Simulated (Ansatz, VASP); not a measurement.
# Two plane-wave programs on NbAl7N8

INCAR

```
SYSTEM = NbAl7N8
PREC = Accurate
ENCUT = 520
EDIFF = 1E-6
ISMEAR = 0
SIGMA = 0.05
LREAL = Auto
LASPH = .True.
NELM = 150
ALGO = Normal
ISIF = 2
LWAVE = .False.
LCHARG = .False.
ISPIN = 2
MAGMOM = 2 0 0 0 0 0 0 0 0 0 0 0 0 0 0 0
LORBIT = 11
LMAXMIX = 4
LDAU = .True.
LDAUTYPE = 2
LDAUL = 2 -1 -1
LDAUU = 2 0 0
LDAUJ = 0 0 0
LDAUPRINT = 1
GGA = PS
NBANDS = 55
```

The input KPOINTS:

```
Automatic mesh
0
Gamma
  3 3 4
  0 0 0
```

Contents of POSCAR:

```
NbAl7N8
1.0
    6.2200009000      0.0000000000      0.0000000000
   -3.1100004000      5.3866788000      0.0000000000
    0.0000000000      0.0000000000      4.9800000000
Nb Al N
1 7 8
Direct
    0.3338417743      0.1666276143      0.9651237301
    0.3342406972      0.6668325378      0.0049829633
    0.8337097530      0.1663245265      0.0050034951
    0.8336936286      0.6668201850      0.0050110067
    0.1637037653      0.3368497293      0.4970635264
    0.1636873568      0.8262611323      0.4970751282
    0.6742438362      0.3368391606      0.4970901299
    0.6672381422      0.8333371740      0.5015561599
    0.3338759008      0.1666459026      0.4321118678
    0.3365163943      0.6679721355      0.3802378052
    0.8325784308      0.1640550719      0.3802522820
    0.8325734744      0.6679534474      0.3802579307
    0.1519303112      0.3486090891      0.8740846827
    0.1519190416      0.8027449092      0.8741002976
    0.6977341548      0.3485889324      0.8741258016
    0.6672264891      0.8333369640      0.8824691579
```

Input for Ansatz:

```yaml
crystal:
  lattice:
    - [6.2200009, 0.0, 0.0]
    - [-3.1100004, 5.3866788, 0.0]
    - [0.0, 0.0, 4.98]
  atoms:
    - { symbol: Nb, position: [0.3338417743, 0.1666276143, 0.9651237301], spin: 2.0 }
    - { symbol: Al, position: [0.3342406972, 0.6668325378, 0.0049829633] }
    - { symbol: Al, position: [0.833709753, 0.1663245265, 0.0050034951] }
    - { symbol: Al, position: [0.8336936286, 0.666820185, 0.0050110067] }
    - { symbol: Al, position: [0.1637037653, 0.3368497293, 0.4970635264] }
    - { symbol: Al, position: [0.1636873568, 0.8262611323, 0.4970751282] }
    - { symbol: Al, position: [0.6742438362, 0.3368391606, 0.4970901299] }
    - { symbol: Al, position: [0.6672381422, 0.833337174, 0.5015561599] }
    - { symbol: "N", position: [0.3338759008, 0.1666459026, 0.4321118678] }
    - { symbol: "N", position: [0.3365163943, 0.6679721355, 0.3802378052] }
    - { symbol: "N", position: [0.8325784308, 0.1640550719, 0.380252282] }
    - { symbol: "N", position: [0.8325734744, 0.6679534474, 0.3802579307] }
    - { symbol: "N", position: [0.1519303112, 0.3486090891, 0.8740846827] }
    - { symbol: "N", position: [0.1519190416, 0.8027449092, 0.8741002976] }
    - { symbol: "N", position: [0.6977341548, 0.3485889324, 0.8741258016] }
    - { symbol: "N", position: [0.6672264891, 0.833336964, 0.8824691579] }
basis:
  ecutwfc: 420
  ecutrho_ratio: 4
kpoints:
  mp_grid: { grid: [3, 3, 4] }
hamiltonian:
  xc: pbesol
  hubbard: { sites: [{ site: 0, l: d, u_eff: 2.0 }] }
scf:
  occupations: { method: gaussian, width: 0.05 }
  lower_state_search: "off"
  max_iter: 150
output:
  forces: true
  stress: true
  eigenvalues: true
  populations: true
  hubbard: { sites: [{ site: 0, l: d }] }
magnetization:
  spin_polarized: true
```

Alike in both runs: task single point; functional PBEsol; k mesh 3 × 3 × 4; occupations gaussian, width 0.05 eV; collinear spin; Hubbard terms Nb d U = 2.0 eV.

|  | VASP | Ansatz |
| --- | --- | --- |
| version | VASP 6.6.1 | Ansatz 0.2.0 |
| potentials or method | VASP PAW PBE potentials, release 64 (Nb_sv, Al, N), cutoff 520 eV | scalar-relativistic, plane waves, PAW |
| valence electrons in the cell | 74 | 74 |

|  | VASP | Ansatz | Ansatz less VASP |
| --- | --- | --- | --- |
| gap on the k mesh at the Fermi level (eV) | 0.29 | 0.79 | +0.496 |
| least direct gap on the mesh (eV) | 0.66 | 1.04 | +0.373 |
| pressure (GPa) | 11.2 | 11.1 | -0.06 |
| traceless stress, the component that is largest in VASP (GPa) | -4.67 | -4.61 | +0.058 |
| rms of the force components (eV/Å) | 0.024 | 0.005 | -0.0186 |
| net moment per atom (μB) | 0.13 | 0.13 | 0.000 |
| size of the moment on the site where the two differ most (μB) | 1.31 | 0.76 | -0.550 |

VASP's potentials were made for PBE, not for PBEsol. Site moments also hang on the region over which each program counts them. The programs project onto different local orbitals, so the same U acts differently, and such runs can settle in different states. Atom by atom the forces differ by 0.026 eV/Å (rms over components).
